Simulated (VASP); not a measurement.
Runs of VASP 6.6.1 on KI. The structure is that of space group Fm-3m (No. 225), or close to it. The cells are those of the table. 

| task | cell | k mesh | cutoff (eV) | smearing | gap on the mesh (eV) | pressure (GPa) |
| --- | --- | --- | --- | --- | --- | --- |
| single point | a = 5.015 Å, angles 60.0, 60.0, 90.0°, 2 atoms | 6 × 6 × 6 | 520 | gaussian 0.01 eV | 4.58 | 0.0 |
| single point | a = 4.914, b = 4.914, c = 4.995 Å, angles 60.5, 60.5, 90.0°, 2 atoms | 6 × 6 × 6 | 520 | gaussian 0.01 eV | (a) | (b) |
| single point | a = 4.914, b = 4.914, c = 4.976 Å, angles 60.4, 60.4, 90.0°, 2 atoms | 6 × 6 × 6 | 520 | gaussian 0.01 eV | 4.67 | 0.5 |
| relaxation of cell and atoms | relaxed from a = 4.996 Å, angles 60.0, 60.0, 90.0°, 2 atoms | 10 × 10 × 10 | 600 | fermi-dirac 0.1 eV | 4.57 | 0.0 |
| single point | a = 5.015 Å, angles 60.0, 60.0, 90.0°, 2 atoms | 10 × 10 × 10 | 520 | fermi-dirac 0.1 eV | 4.58 | 0.0 |

Alike in all rows: level r2SCAN; potentials or basis VASP PAW PBE potentials, release 64 (K_sv, I); no spin polarisation.

**Question.** Estimate the missing entries.

**Answer.** (a) 4.65; (b) 0.4.

Caveats: the PAW data sets were made with another functional, which shifts forces and pressure a little; spin-orbit coupling is left out, which moves the levels of the heavy elements.

A k mesh can miss the band edges, and the runs leave out spin-orbit coupling on I.
